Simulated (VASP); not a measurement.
# MgI2 (P-3m1) in VASP: a series of runs

Runs on MgI2. Level: PBE. Tasks: relaxation of cell and atoms.

Everything below comes from runs of VASP 6.6.1. Logs are shortened: lines on timing, memory, paths and dates and some standing lists are left out, and cuts for length are marked.

**1. The cell of the first run**

It takes space group P-3m1 (No. 164, trigonal). The conventional cell has a = 4.154 Å, b = 4.154 Å, c = 6.862 Å, α = 90.00°, β = 90.00°, γ = 120.00°. Mg (site symmetry -3m) has 6 I at 2.92 Å within 3.8 Å. Within 3.8 Å of I (site symmetry 3m) lie 3 Mg at 2.92 Å.

**2. Relaxation of cell and atoms, PBE**

INCAR reads:

```
SYSTEM = MgI2
  PREC = Accurate
  ENCUT = 600
  EDIFF = 1E-6
  ISMEAR = 0
  SIGMA = 0.02
  LREAL = .FALSE.
  LASPH = .TRUE.
  NELM = 100
  ALGO = Normal
  ISIF = 3
  LWAVE = .FALSE.
  LCHARG = .FALSE.
  GGA = PE
  IBRION = 2
  NSW = 100
  EDIFFG = -0.005
```

KPOINTS reads:

```
Automatic mesh
0
G
  6 6 4
  0 0 0
```

POSCAR reads:

```
MgI2
1.0
    4.1537001214      0.0000000000      0.0000000000
   -2.0768500607      3.5972098248      0.0000000000
    0.0000000000      0.0000000000      6.8620000000
Mg I
1 2
Direct
    0.0000000000      0.0000000000      0.0000000000
    0.3333333333      0.6666666667      0.7576300000
    0.6666666667      0.3333333333      0.2423700000
```

Potentials or basis: VASP PAW PBE potentials, release 64 (Mg, I).

The run is started by

```
$ cat potpaw_PBE.64/Mg/POTCAR potpaw_PBE.64/I/POTCAR > POTCAR
$ mpirun -np 1 vasp_std > vasp.out
```

OUTCAR:

```text
SYSTEM = MgI2
   PREC = Accurate
   ENCUT = 600
   EDIFF = 1E-6
   ISMEAR = 0
   LREAL = .FALSE.
   LASPH = .TRUE.
   NELM = 100
   ISIF = 3
   GGA = PE
   IBRION = 2
   NSW = 100
   EDIFFG = -0.005

 ion  position               nearest neighbor table
   1  0.000  0.000  0.000-   2 2.92   3 2.92   2 2.92   3 2.92   3 2.92   2 2.92
   2  0.333  0.667  0.758-   1 2.92   1 2.92   1 2.92
   3  0.667  0.333  0.242-   1 2.92   1 2.92   1 2.92

  LATTYP: Found a hexagonal cell.
 ALAT       =     4.1537001214
 C/A-ratio  =     1.6520210413

  Lattice vectors:

 A1 = (   4.1537001214,   0.0000000000,   0.0000000000)
 A2 = (  -2.0768500607,   3.5972098248,   0.0000000000)
 A3 = (   0.0000000000,   0.0000000000,   6.8620000000)

Analysis of symmetry for initial positions (statically):
=====================================================================
 Subroutine PRICEL returns:
 Original cell was already a primitive cell.

 Routine SETGRP: Setting up the symmetry group for a
 hexagonal supercell.

 Subroutine GETGRP returns: Found 12 space group operations
 (whereof 12 operations were pure point group operations)
 out of a pool of 24 trial point group operations.

The static configuration has the point symmetry D_3d.

Analysis of symmetry for dynamics (positions and initial velocities):
=====================================================================
 Subroutine PRICEL returns:
 Original cell was already a primitive cell.

 Routine SETGRP: Setting up the symmetry group for a
 hexagonal supercell.

 Subroutine GETGRP returns: Found 12 space group operations
 (whereof 12 operations were pure point group operations)
 out of a pool of 24 trial point group operations.

The dynamic configuration has the point symmetry D_3d.

 Subroutine INISYM returns: Found 12 space group operations
 (whereof 12 operations are pure point group operations),
 and found     1 'primitive' translations

----------------------------------------------------------------------------------------

                                     Primitive cell

  volume of cell :     102.5302

  direct lattice vectors                    reciprocal lattice vectors
     4.153700121  0.000000000  0.000000000     0.240749205  0.138996618  0.000000000
    -2.076850061  3.597209825  0.000000000     0.000000000  0.277993236  0.000000000
     0.000000000  0.000000000  6.862000000     0.000000000  0.000000000  0.145730108

  length of vectors
     4.153700121  4.153700121  6.862000000     0.277993236  0.277993236  0.145730108

  position of ions in fractional coordinates (direct lattice)
     0.000000000  0.000000000  0.000000000
     0.333333333  0.666666667  0.757630000
     0.666666667  0.333333333  0.242370000

  ion indices of the primitive-cell ions
   primitive index   ion index
                 1           1
                 2           2
                 3           3

----------------------------------------------------------------------------------------

 KPOINTS: Automatic mesh

Automatic generation of k-mesh.
 Grid dimensions read from file:
 generate k-points for:    6    6    4

 Generating k-lattice:

  Cartesian coordinates                     Fractional coordinates (reciprocal lattice)
     0.040124867  0.023166103  0.000000000     0.166666667 -0.000000000  0.000000000
     0.000000000  0.046332206  0.000000000     0.000000000  0.166666667  0.000000000
     0.000000000  0.000000000  0.036432527     0.000000000  0.000000000  0.250000000

  Length of vectors
     0.046332206  0.046332206  0.036432527

  Shift w.r.t. Gamma in fractional coordinates (k-lattice)
     0.000000000  0.000000000  0.000000000

 Subroutine IBZKPT returns following result:
 ===========================================

 Found     24 irreducible k-points:

 Following reciprocal coordinates:
            Coordinates               Weight
  0.000000  0.000000  0.000000      1.000000
  0.166667  0.000000  0.000000      6.000000
  0.333333  0.000000  0.000000      6.000000
  0.500000  0.000000  0.000000      3.000000
  0.166667  0.166667  0.000000      6.000000
  0.333333  0.166667  0.000000     12.000000
[... 16 lines left out ...]
  0.333333  0.166667  0.500000     12.000000
  0.333333  0.333333  0.500000      2.000000
   k-points           NKPTS =     24   k-points in BZ     NKDIM =     24   number of bands    NBANDS=     12
   number of dos      NEDOS =    301   number of ions     NIONS =      3
   total plane-waves  NPLWV =  72576
   dimension x,y,z NGX =    36 NGY =   36 NGZ =   56
   dimension x,y,z NGXF=    72 NGYF=   72 NGZF=  112
   ions per type =               1   2
   NGX,Y,Z   is equivalent  to a cutoff of  14.41, 14.41, 13.57 a.u.
   NGXF,Y,Z  is equivalent  to a cutoff of  28.82, 28.82, 27.13 a.u.
 SYSTEM =  MgI2
   PREC   = accura    normal or accurate (medium, high low for compatibility)
   ISTART =      0    job   : 0-new  1-cont  2-samecut
   ICHARG =      2    charge: 1-file 2-atom 10-const
   ISPIN  =      1    spin polarized calculation?
   LNONCOLLINEAR =      F non collinear calculations
   LSORBIT =      F    spin-orbit coupling
   LASPH  =      T    aspherical Exc in radial PAW
   ENCUT  =  600.0 eV  44.10 Ry    6.64 a.u.   8.30  8.30 13.71*2*pi/ulx,y,z
   NELM   =    100;   NELMIN=  2; NELMDL= -5     # of ELM steps
   EDIFF  = 0.1E-05   stopping-criterion for ELM
   LREAL  =      F    real-space projection
   EDIFFG = -.5E-02   stopping-criterion for IOM
   NSW    =    100    number of steps for IOM
   IBRION =      2    ionic relax: 0-MD 1-quasi-New 2-CG
   NFREE  =      1    steps in history (QN), initial steepest desc. (CG)
   ISIF   =      3    stress and relaxation
   ISYM   =      2    0-nonsym 1-usesym 2-fastsym
   POTIM  = 0.5000    time-step for ionic-motion
   TEBEG  =    0.0;   TEEND  =   0.0 temperature during run
   PSTRESS=    0.0 pullay stress
   NELECT =      16.0000    total number of electrons
   NUPDOWN=      -1.0000    fix difference up-down
   EMIN   =  10.00;   EMAX   =-10.00  energy-range for DOS
   EFERMI =   0.00;   METHOD = LEGACY
   ISMEAR =     0;   SIGMA  =   0.02  broadening in eV -4-tet -1-fermi 0-gaus
   EFERMI_NEDOS =   21; number of points for ismear=-14 and -15
   IALGO  =     38    algorithm
   IMIX   =      4    mixing-type and parameters
     AMIX     =   0.40;   BMIX     =  1.00
     AMIX_MAG =   1.60;   BMIX_MAG =  1.00
  volume/ion in A,a.u.               =      34.18       230.64
  Fermi-wavevector in a.u.,A,eV,Ry     =   0.881382  1.665571 10.569477  0.776835
  Thomas-Fermi vector in A             =   2.001871
   LORBIT       =      0    0 simple, 1 ext, 2 COOP (PROOUT), +10 PAW based schemes
   GGA     = PE    functional components
   LHFCALC =     F    Hartree Fock is set to
   AEXX    =    0.0000 exact exchange contribution
   IVDW    =     0    specifies the selected vdW correction
   LEPSILON=     F    determine dielectric tensor
   LRPA    =     F    only Hartree local field effects (RPA)
 conjugate gradient relaxation of ions
 non-spin polarized calculation
 Gauss-broadening in eV      SIGMA  =   0.02
  energy-cutoff  :      600.00
  volume of cell :      102.53
 maximum number of plane-waves:      3448
 NGX is ok and might be reduce to    36
   NGX = 17   NGY = 17   NGZ = 27

--------------------------------------- Ionic step        1  -------------------------------------------

 number of electron      16.0000001 magnetization

 Free energy of the ion-electron system (eV)
  ---------------------------------------------------
  ext. energy  EPLUGINS =         0.00000000
  ---------------------------------------------------
  free energy    TOTEN  =        -7.69557948 eV

  energy without entropy =       -7.69557948  energy(sigma->0) =       -7.69557948

------------------------ aborting loop because EDIFF is reached ----------------------------------------

  FORCE on cell =-STRESS in cart. coord.  units (eV):
  Direction    XX          YY          ZZ          XY          YZ          ZX
  --------------------------------------------------------------------------------------
  -------------------------------------------------------------------------------------
  Total        0.7180458      0.7180458      0.8828286     -0.0000000     -0.0000000      0.0000000
  in kB       11.2204708     11.2204708     13.7954339     -0.0000000     -0.0000000      0.0000000
  external PRESSURE =      12.0787918 kB  Pullay stress =       0.0000000 kB
[... 92 lines left out ...]
  FREE ENERGIE OF THE ION-ELECTRON SYSTEM (eV)
  ---------------------------------------------------
  free  energy   TOTEN  =        -7.7105622492 eV

  energy  without entropy=       -7.7105622492  energy(sigma->0) =       -7.71056225

[... ionic steps 4 to 24 ...]

--------------------------------------- Ionic step       25  -------------------------------------------

 number of electron      15.9999999 magnetization

------------------------ aborting loop because EDIFF is reached ----------------------------------------

  FORCE on cell =-STRESS in cart. coord.  units (eV):
  Direction    XX          YY          ZZ          XY          YZ          ZX
  --------------------------------------------------------------------------------------
  -------------------------------------------------------------------------------------
  Total       -0.0138020     -0.0138020      0.0385262     -0.0000000      0.0000000      0.0000000
  in kB       -0.1851043     -0.1851043      0.5166906     -0.0000000      0.0000000      0.0000000
  external PRESSURE =       0.0488273 kB  Pullay stress =       0.0000000 kB
[... 59 lines left out ...]
  energy  without entropy=       -7.7384183849  energy(sigma->0) =       -7.73841838

--------------------------------------- Ionic step       27  -------------------------------------------

 number of electron      15.9999999 magnetization

 Free energy of the ion-electron system (eV)
  ---------------------------------------------------
  ext. energy  EPLUGINS =         0.00000000
  ---------------------------------------------------
  free energy    TOTEN  =        -7.73841683 eV

  energy without entropy =       -7.73841683  energy(sigma->0) =       -7.73841683

 E-fermi :   1.0547     XC(G=0):  -7.4527

 val. band max:        0.9562327072   @ k =   0.0000   0.0000   0.0000
 cond. band min:       4.5641043130   @ k =   0.5000   0.0000   0.5000
 fundamental gap:      3.6078716058
 Fermi energy:         1.0547222888

 k-point     1 :       0.0000    0.0000    0.0000
  band No.  band energies     occupation
      1     -10.8056      2.00000
      2     -10.2682      2.00000
      3      -2.0519      2.00000
      4       0.6700      2.00000
      5       0.6700      2.00000
      6       0.6714      2.00000
      7       0.9562      2.00000
      8       0.9562      2.00000
      9       4.6703      0.00000
     10       5.8567      0.00000
     11       7.6552      0.00000
     12       7.6552      0.00000
[... 373 lines left out ...]
  FREE ENERGIE OF THE ION-ELECTRON SYSTEM (eV)
  ---------------------------------------------------
  free  energy   TOTEN  =        -7.7384168344 eV

  energy  without entropy=       -7.7384168344  energy(sigma->0) =       -7.73841683

 reached required accuracy - stopping structural energy minimisation
```

Wall time 9.7 min (1 thread of Oxide Virtual Turin-like, shared host); peak memory 0.26 GiB.

What came out:

| Quantity | Value |
| --- | --- |
| Free energy | -7.7384 eV |
| Relaxed volume | 39.76 Å³/atom |
| Relaxed cell | a = 4.203 Å, b = 4.203 Å, c = 7.799 Å, α = 90.00°, β = 90.00°, γ = 120.00° |
| Space group after relaxing (to 0.05 Å) | P-3m1 (No. 164) |
| Energy gained by relaxing | 14.3 meV/atom |
| Ionic steps | 27 |
| Pressure after relaxing | 0.0 GPa |
| Largest force after relaxing | 0.005 eV/Å |
| Band gap on the k mesh | 3.61 eV, indirect (least direct gap 3.71 eV) |

Forces on the atoms (eV/Å):
```
Mg   0.000  0.000  0.000
I    0.000  0.000  0.005
I    0.000  0.000 -0.005
```

The path:
```csv
step,energy change (eV),largest force (eV/Å),pressure (GPa),volume (Å³)
1,0.0000,0.0282,1.21,102.53
2,-0.0149,0.1555,0.06,106.40
3,-0.0150,0.1645,0.02,106.60
4,-0.0177,0.1478,0.01,107.02
5,-0.0245,0.0989,0.01,108.28
6,-0.0326,0.0065,0.04,110.82
7,-0.0305,0.1750,0.24,115.96
8,-0.0341,0.0863,0.14,113.22
9,-0.0374,0.0409,-0.01,114.50
10,-0.0400,0.0447,-0.27,116.97
11,-0.0420,0.0209,-0.02,116.59
12,-0.0421,0.0169,0.03,116.52
13,-0.0421,0.0143,0.03,116.66
14,-0.0423,0.0066,0.04,117.07
15,-0.0426,0.0100,0.06,117.90
16,-0.0425,0.0429,0.11,119.57
17,-0.0426,0.0246,0.08,118.61
18,-0.0427,0.0210,0.07,118.81
19,-0.0428,0.0096,0.01,119.40
20,-0.0427,0.0119,-0.10,120.58
21,-0.0428,0.0021,-0.03,119.83
22,-0.0428,0.0041,-0.03,119.74
23,-0.0428,0.0074,-0.02,119.57
24,-0.0428,0.0090,0.00,119.48
25,-0.0428,0.0074,0.00,119.46
26,-0.0428,0.0036,0.01,119.41
27,-0.0428,0.0047,0.01,119.29
```

Final structure:
```xyz
3
Lattice="4.2026 0.0000 0.0000 -2.1013 3.6395 0.0000 0.0000 0.0000 7.7990" Properties=species:S:1:pos:R:3 pbc="T T T"
Mg    0.0000    0.0000    0.0000
I     0.0000    2.4264    6.1259
I     2.1013    1.2132    1.6732
```

Caveat: the volume moved by over 15 % at a fixed basis, so the end points are rough; spin-orbit coupling is left out, which moves the levels of the heavy elements; this functional lacks dispersion, which binds the layers, so the pressure and a relaxed spacing across them are unreliable; the volume moved by +16 % from the deposited cell, more than functionals usually miss. A k mesh can miss the band edges.

**3. Relaxation of cell and atoms, PBE, target pressure 1 GPa, at which the enthalpy is minimised**

This run uses another cell than the first one, of 39.85 Å³/atom, 1.166 times its volume.

INCAR reads:

```
SYSTEM = MgI2
PREC = Accurate ; ENCUT = 600
EDIFF = 1E-7 ; ISMEAR = 0
SIGMA = 0.02 ; LREAL = .False.
LASPH = .True. ; NELM = 100
ALGO = Normal ; ISIF = 3
LWAVE = .False. ; LCHARG = .False.
GGA = PE ; IBRION = 2
NSW = 70 ; EDIFFG = -0.008
PSTRESS = 10.0
```

KPOINTS reads:

```
regular mesh
0
Gamma
  6 6 4
  0 0 0
```

POSCAR reads:

```
MgI2
1.0
    4.1938751276      0.0000000000      0.0000000000
   -2.0969375638      3.6320024008      0.0000000000
    0.0000000000      0.0000000000      7.8481633181
Mg I
1 2
Direct
    0.0000000000      0.0000000000      0.0000000000
    0.3333333333      0.6666666667      0.7875523345
    0.6666666667      0.3333333333      0.2124476655
```

Potentials or basis: VASP PAW PBE potentials, release 64 (Mg, I).

The run is started by

```
$ cat potpaw_PBE.64/Mg/POTCAR potpaw_PBE.64/I/POTCAR > POTCAR
$ mpirun -np 1 vasp_std > vasp.out
```

It took 13 min on 1 thread of Oxide Virtual Turin-like, shared host; peak memory 0.28 GiB.

Results (log left out):

```
Free energy                                            : -7.7059 eV
Relaxed volume                                         : 34.65 Å³/atom
Relaxed cell                                           : a = 4.154 Å, b = 4.154 Å, c = 6.955 Å, α = 90.00°, β = 90.00°, γ = 120.00°
Space group after relaxing (to 0.05 Å)                 : P-3m1 (No. 164)
Energy change on relaxing (the enthalpy is what falls) : +10.8 meV/atom
Ionic steps                                            : 23
Pressure after relaxing                                : 1.0 GPa
Band gap on the k mesh                                 : 3.57 eV, indirect (least direct gap 3.73 eV)
```

Step by step:
| step | energy change (eV) | largest force (eV/Å) | pressure (GPa) | volume (Å³) |
| --- | --- | --- | --- | --- |
| 1 | 0.0000 | 0.0388 | 0.19 | 119.54 |
| 2 | 0.0116 | 0.1841 | 0.95 | 116.08 |
| 3 | 0.0138 | 0.1998 | 1.03 | 115.73 |
| 4 | 0.0137 | 0.1809 | 1.03 | 115.10 |
| 5 | 0.0152 | 0.1251 | 1.03 | 113.25 |
| 6 | 0.0261 | 0.0155 | 1.07 | 109.59 |
| 7 | 0.0820 | 0.2055 | 1.34 | 102.47 |
| 8 | 0.0347 | 0.0181 | 1.16 | 107.90 |
| 9 | 0.0326 | 0.0255 | 1.10 | 107.56 |
| 10 | 0.0285 | 0.0486 | 0.94 | 106.50 |
| 11 | 0.0324 | 0.1005 | 0.71 | 104.30 |
| 12 | 0.0376 | 0.0230 | 1.07 | 103.18 |
| 13 | 0.0377 | 0.0218 | 1.07 | 103.16 |
| 14 | 0.0364 | 0.0177 | 1.03 | 103.33 |
| 15 | 0.0349 | 0.0125 | 0.99 | 103.55 |
| 16 | 0.0351 | 0.0130 | 0.99 | 103.53 |
| 17 | 0.0351 | 0.0081 | 1.01 | 103.52 |
| 18 | 0.0352 | 0.0024 | 1.03 | 103.51 |
| 19 | 0.0353 | 0.0089 | 1.06 | 103.49 |
| 20 | 0.0352 | 0.0006 | 1.04 | 103.51 |
| 21 | 0.0349 | 0.0006 | 1.03 | 103.55 |
| 22 | 0.0341 | 0.0005 | 1.01 | 103.68 |
| 23 | 0.0325 | 0.0001 | 0.98 | 103.94 |

Final structure:
```yaml
crystal:
  lattice:
    - [4.15411, 0.00000, 0.00000]
    - [-2.07705, 3.59756, 0.00000]
    - [0.00000, 0.00000, 6.95482]
  atoms:
    - { symbol: Mg, position: [0.00000, 0.00000, 0.00000] }
    - { symbol: I, position: [0.33333, 0.66667, 0.75951] }
    - { symbol: I, position: [0.66667, 0.33333, 0.24049] }
```

Levels at points of the mesh, in eV from the valence-band top:
| k point | band 4 | band 5 | band 6 | band 7 | band 8 | band 9 | band 10 | band 11 | band 12 |
| --- | --- | --- | --- | --- | --- | --- | --- | --- | --- |
| (0.00, 0.00, 0.00) | -0.38 | -0.38 | -0.02 | -0.02 | 0.00 | 3.73 | 4.84 | 6.74 | 6.74 |
| (0.50, 0.00, 0.00) | -2.77 | -1.78 | -1.30 | -0.84 | -0.41 | 3.67 | 5.37 | 5.57 | 7.02 |
| (0.00, 0.00, 0.50) | -1.36 | -0.30 | -0.30 | -0.11 | -0.11 | 4.67 | 4.91 | 6.58 | 6.58 |
| (0.50, 0.00, 0.50) | -3.11 | -1.15 | -1.10 | -0.75 | -0.62 | 3.57 | 5.26 | 5.71 | 6.12 |

Caveat: the cell is relaxed towards a set pressure, so the enthalpy falls and the energy may rise; spin-orbit coupling is left out, which moves the levels of the heavy elements; this functional lacks dispersion, which binds the layers, so the pressure and a relaxed spacing across them are unreliable.
